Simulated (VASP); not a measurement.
SnTe2 (fluorite type), 3 atoms in the cell. It takes space group Fm-3m (No. 225, cubic). The conventional cell has a = 7.591 Å, b = 7.591 Å, c = 7.591 Å, α = 90.00°, β = 90.00°, γ = 90.00°. Sn (site symmetry m-3m) has 8 Te at 3.29 Å within 4.3 Å. Te (site symmetry -43m) has 4 Sn at 3.29 Å and 6 Te at 3.80 Å within 4.3 Å. 

| Quantity | Value |
| --- | --- |
| Program | VASP 6.6.1 |
| Task | single point |
| Functional | PBE |
| Potentials or basis | VASP PAW PBE potentials, release 64 (Sn_d, Te) |
| Cutoff | 500 eV |
| k mesh | 10 × 10 × 10 |
| Occupations | fermi-dirac, width 0.05 eV |
| Spin | no spin polarisation |
| Dipole correction | no |
| Further INCAR settings | ALGO = Normal; EDIFF = 1e-06; NBANDS = 20 |

Potentials or basis: VASP PAW PBE potentials, release 64 (Sn_d, Te).

Run with:

```sh
$ cat potpaw_PBE.64/Sn_d/POTCAR potpaw_PBE.64/Te/POTCAR > POTCAR
$ mpirun -np 1 vasp_std > vasp.out
```

Hardware: 1 thread of Intel Xeon 8259CL (shared host).

Problem. How long does it take, and how much memory?

Solution. Run time: 2.2 min on 1 thread of Intel Xeon 8259CL, with other jobs on the host, peak memory 0.29 GiB. Counts: scf iterations 12, k points 47.
